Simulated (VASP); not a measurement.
## ZnO: relaxation of cell and atoms with r2SCAN

Crystal: ZnO.

```
Zn O
1.0
     3.26558    0.00000    0.00000
    -1.63279    2.82807    0.00000
     0.00000    0.00000    5.26179
Zn O
2 2
Direct
  0.66667 0.33333 0.50043
  0.33333 0.66667 0.00043
  0.66667 0.33333 0.87988
  0.33333 0.66667 0.37988
```

```json
{"Program": "VASP 6.6.1", "Task": "relaxation of cell and atoms", "Functional": "r2SCAN", "Potentials or basis": "VASP PAW PBE potentials, release 64 (Zn, O)", "Cutoff": "600 eV", "k mesh": "12 × 12 × 6", "Occupations": "gaussian, width 0.02 eV", "Spin": "no spin polarisation", "Target pressure": "-3 GPa", "Dipole correction": "no", "Further INCAR settings": "ALGO = Normal; EDIFF = 1e-06; IBRION = 2; EDIFFG = -0.008; NSW = 70; ISIF = 3"}
```

| Item | Value |
| --- | --- |
| Relaxed volume | 12.12 Å³/atom |
| Relaxed cell | a = 3.263 Å, b = 3.263 Å, c = 5.257 Å, α = 90.00°, β = 90.00°, γ = 120.00° |
| Space group after relaxing (to 0.1 Å) | P6_3mc (No. 186) |
| Energy change on relaxing (the run minimises the enthalpy) | -0.6 meV/atom |
| Ionic steps | 4 |
| Pressure after relaxing | -3.0 GPa |
| Largest force after relaxing | 0.006 eV/Å |
| Band gap on the k mesh | 1.20 eV |

Forces on the atoms (eV/Å):
```
Zn   0.000  0.000  0.006
Zn   0.000  0.000  0.006
O    0.000  0.000 -0.006
O    0.000  0.000 -0.006
```

Step by step:
| step | energy change (eV) | largest force (eV/Å) | pressure (GPa) | volume (Å³) |
| --- | --- | --- | --- | --- |
| 1 | 0.0000 | 0.0125 | -3.30 | 48.59 |
| 2 | -0.0033 | 0.0043 | -2.85 | 48.43 |
| 3 | -0.0030 | 0.0051 | -2.92 | 48.45 |
| 4 | -0.0025 | 0.0064 | -2.98 | 48.47 |

Final structure:
```
Zn O
1.0
     3.26290    0.00000    0.00000
    -1.63145    2.82575    0.00000
     0.00000    0.00000    5.25734
Zn O
2 2
Direct
  0.66667 0.33333 0.50052
  0.33333 0.66667 0.00052
  0.66667 0.33333 0.87979
  0.33333 0.66667 0.37979
```

Levels at points of the mesh, in eV from the valence-band top:
| k point | band 16 | band 17 | band 18 | band 19 | band 20 | band 21 |
| --- | --- | --- | --- | --- | --- | --- |
| (0.00, 0.00, 0.00) | -0.08 | 0.00 | 0.00 | 1.20 | 5.78 | 8.74 |
| (0.50, 0.00, 0.00) | -2.25 | -1.27 | -0.83 | 6.32 | 7.32 | 8.04 |
| (0.00, 0.00, 0.50) | -0.39 | -0.39 | -0.39 | 3.87 | 3.87 | 10.72 |
| (0.50, 0.00, 0.50) | -1.50 | -1.37 | -1.37 | 6.20 | 6.20 | 9.03 |

Run time: 13 min on 1 thread of AMD EPYC 9R45 96-Core Processor (Zen 5) (shared host), peak memory 0.22 GiB.

Caveat: the cell is relaxed towards a set pressure, so the run minimises the enthalpy, not the energy; the PAW data sets were made with another functional, which shifts forces and pressure a little.
